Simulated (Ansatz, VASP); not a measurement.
# Two plane-wave programs on InP

The input INCAR:

```
SYSTEM = InP
PREC = Accurate
ENCUT = 500
EDIFF = 1E-6
ISMEAR = 0
SIGMA = 0.1
LREAL = .FALSE.
LASPH = .TRUE.
NELM = 120
ALGO = Normal
ISIF = 2
LWAVE = .FALSE.
LCHARG = .FALSE.
GGA = CA
NBANDS = 16
GGA_COMPAT = .FALSE.
```

Contents of KPOINTS:

```
regular mesh
0
G
  6 6 6
  0 0 0
```

POSCAR

```
InP
1.0
    0.0000000000      2.9519763900      2.9519763900
    2.9519763900      0.0000000000      2.9519763900
    2.9519763900      2.9519763900      0.0000000000
In P
1 1
Direct
    0.0000000000      0.0000000000      0.0000000000
    0.2500000000      0.2500000000      0.2500000000
```

Input for Ansatz:

```yaml
crystal:
  lattice:
    - [0.0, 2.95197639, 2.95197639]
    - [2.95197639, 0.0, 2.95197639]
    - [2.95197639, 2.95197639, 0.0]
  atoms:
    - { symbol: In, position: [0.0, 0.0, 0.0] }
    - { symbol: P, position: [0.25, 0.25, 0.25] }
basis:
  ecutwfc: 420
kpoints:
  mp_grid: { grid: [6, 6, 6] }
hamiltonian:
  xc: lda
  pseudopotentials: { kind: paw }
scf:
  occupations: { method: gaussian, width: 0.1 }
output:
  forces: true
  stress: true
  eigenvalues: true
```

Alike in both runs: task single point; functional LDA; k mesh 6 × 6 × 6; occupations gaussian, width 0.1 eV; no spin polarisation.

|  | VASP | Ansatz |
| --- | --- | --- |
| version | VASP 6.6.1 | Ansatz 0.2.0 |
| potentials or method | VASP PAW LDA potentials, release 64 (In_d, P), cutoff 500 eV | scalar-relativistic, plane waves, PAW |
| valence electrons in the cell | 18 | 18 |

|  | VASP | Ansatz | Ansatz less VASP |
| --- | --- | --- | --- |
| gap on the k mesh at the Fermi level (eV) | 0.39 | 0.36 | -0.029 |
| least direct gap on the mesh (eV) | 0.39 | 0.36 | -0.029 |
| pressure (GPa) | -2.6 | -2.6 | -0.01 |

LDA's correlation is that of Perdew and Zunger in VASP and of Perdew and Wang (1992) in Ansatz.
